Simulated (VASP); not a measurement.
Set up this calculation in VASP 6.6.1, as the native input.

| Item | Value |
| --- | --- |
| Task | relaxation of cell and atoms |
| Functional | PBE |
| Potentials or basis | VASP PAW PBE potentials, release 64 (Li_sv, Be, S) |
| Cutoff | 600 eV |
| k mesh | 6 × 6 × 4 |
| Occupations | gaussian, width 0.1 eV |
| Spin | no spin polarisation |
| Dipole correction | no |
| Further INCAR settings | ALGO = Normal; EDIFF = 1e-07; IBRION = 2; EDIFFG = -0.04; NSW = 90; ISIF = 3 |

The structure of Li2BeS2 lies in POSCAR:

```
Li2BeS2
1.0
    3.2623625600      0.0000000000      0.0000000000
   -1.6311812800      2.8252888500      0.0000000000
    0.0000000000      0.0000000000      6.2030921900
Li Be S
2 1 2
Direct
    0.0000000000      0.0000000000      0.3421991100
    0.3333333300      0.6666666700      0.8421991100
    0.3333333300      0.6666666700      0.2125527500
    0.0000000000      0.0000000000      0.0000000000
    0.3333333300      0.6666666700      0.5000000000
```

These files were run (other wordings do the same):

INCAR

```
SYSTEM = Li2BeS2
PREC = Accurate
ENCUT = 600
EDIFF = 1E-7
ISMEAR = 0
SIGMA = 0.1
LREAL = .False.
LASPH = .True.
NELM = 60
ALGO = Normal
ISIF = 3
LWAVE = .False.
LCHARG = .False.
GGA = PE
IBRION = 2
NSW = 90
EDIFFG = -0.04
```

KPOINTS

```
Automatic mesh
0
Gamma
  6 6 4
  0 0 0
```

Potentials or basis: VASP PAW PBE potentials, release 64 (Li_sv, Be, S).

The run is started by

```sh
$ cat potpaw_PBE.64/Li_sv/POTCAR potpaw_PBE.64/Be/POTCAR potpaw_PBE.64/S/POTCAR > POTCAR
$ mpirun -np 1 vasp_std > vasp.out
```

It gave:

| Item | Value |
| --- | --- |
| Relaxed volume | 16.40 Å³/atom |
| Relaxed cell | a = 3.745 Å, b = 3.745 Å, c = 6.752 Å, α = 90.00°, β = 90.00°, γ = 120.00° |
| Space group after relaxing (to 0.05 Å) | P3m1 (No. 156) |
| Energy gained by relaxing | 571.9 meV/atom |
| Ionic steps | 14 |
| Pressure after relaxing | 0.0 GPa |
| Largest force after relaxing | 0.038 eV/Å |
| Band gap on the k mesh | 2.78 eV, direct |

Caveat: the cutoff is under 1.25 times the usual one of these potentials, so pressure, stress and relaxed cells hold a basis-set (Pulay) error; the volume moved by over 15 % at a fixed basis, so the end points are rough.

Wall time 120 s on 1 thread of Intel(R) Xeon(R) 6975P-C (Granite Rapids) (shared host), peak memory 0.2 GiB.
